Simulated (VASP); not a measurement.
The system is PbSe.

```
Pb Se
1.0
     0.00000    3.06065    3.06065
     3.06065    0.00000    3.06065
     3.06065    3.06065    0.00000
Pb Se
1 1
Direct
  0.00000 0.00000 0.00000
  0.50000 0.50000 0.50000
```

- Program: VASP 6.6.1
- Task: relaxation of cell and atoms
- Functional: LDA
- Potentials or basis: VASP PAW LDA potentials, release 64 (Pb_d, Se)
- Cutoff: 500 eV
- k mesh: 6 × 6 × 6
- Occupations: gaussian, width 0.01 eV
- Spin: no spin polarisation

At the start: pressure -2.0 GPa; volume 28.67 Å³/atom.

Question: Where does the relaxation end?

Answer: Over 3 steps the energy falls by 7.1 meV/atom and the volume is 27.54 Å³/atom (-3.9 %); space group Fm-3m (No. 225, to 0.1 Å) before and after.

Step by step:
```tsv
step	energy change (eV)	largest force (eV/Å)	pressure (GPa)	volume (Å³)
1	0.0000	0.0000	-2.05	57.34
2	-0.0125	0.0000	0.56	54.36
3	-0.0141	0.0000	0.10	55.09
```

Final structure:
```
Pb Se
1.0
     0.00000    3.02003    3.02003
     3.02003    0.00000    3.02003
     3.02003    3.02003    0.00000
Pb Se
1 1
Direct
  0.00000 0.00000 0.00000
  0.50000 0.50000 0.50000
```
